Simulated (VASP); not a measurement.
Crystal: Al2InAs3.

```xyz
6
Lattice="3.9259 0.0000 0.0000 -1.9629 3.3999 0.0000 0.0000 0.0000 9.6164" Properties=species:S:1:pos:R:3 pbc="T T T"
Al    0.0000    2.2666    6.4110
Al    1.9629    1.1333    3.2055
In    0.0000    0.0000    0.0000
As    0.0000    0.0000    7.2123
As    0.0000    2.2666    4.0068
As    1.9629    1.1333    0.8014
```

| Quantity | Value |
| --- | --- |
| Program | VASP 6.6.1 |
| Task | relaxation of cell and atoms |
| Functional | PBE |
| Potentials or basis | VASP PAW PBE potentials, release 64 (Al, In_d, As) |
| Cutoff | 600 eV |
| k mesh | 6 × 6 × 2 |
| Occupations | gaussian, width 0.1 eV |
| Spin | no spin polarisation |

At the start: pressure 16.5 GPa; volume 21.39 Å³/atom.

Task: Where does the relaxation end?

Result: Over 9 steps the energy falls by 217.5 meV/atom and the volume is 25.42 Å³/atom (+18.8 %); space group P3m1 (No. 156, to 0.1 Å) before and after.

The path:
```
step  energy change (eV)  largest force (eV/Å)  pressure (GPa)  volume (Å³)
   1              0.0000                2.0371           16.50       128.36
   2             -0.8447                0.3984           -5.67       173.80
   3             -1.2382                0.6008           -0.42       154.32
   4             -1.2380                0.6203           -0.21       153.77
   5             -1.2695                0.3727           -0.02       153.06
   6             -1.2964                0.3547            0.47       151.50
   7             -1.3033                0.1130           -0.23       153.14
   8             -1.3045                0.0890           -0.04       152.68
   9             -1.3052                0.0143            0.02       152.55
```

Final structure:
```yaml
crystal:
  lattice:
    - [4.15813, 0.00000, 0.00000]
    - [-2.07906, 3.60105, 0.00000]
    - [0.00000, 0.00000, 10.18762]
  atoms:
    - { symbol: Al, position: [0.33333, 0.66667, 0.66039] }
    - { symbol: Al, position: [0.66667, 0.33333, 0.34019] }
    - { symbol: In, position: [0.00000, 0.00000, 0.99836] }
    - { symbol: As, position: [0.00000, 0.00000, 0.73626] }
    - { symbol: As, position: [0.33333, 0.66667, 0.41651] }
    - { symbol: As, position: [0.66667, 0.33333, 0.09828] }
```

Caveat: the volume moved by over 15 % at a fixed basis, so the end points are rough.
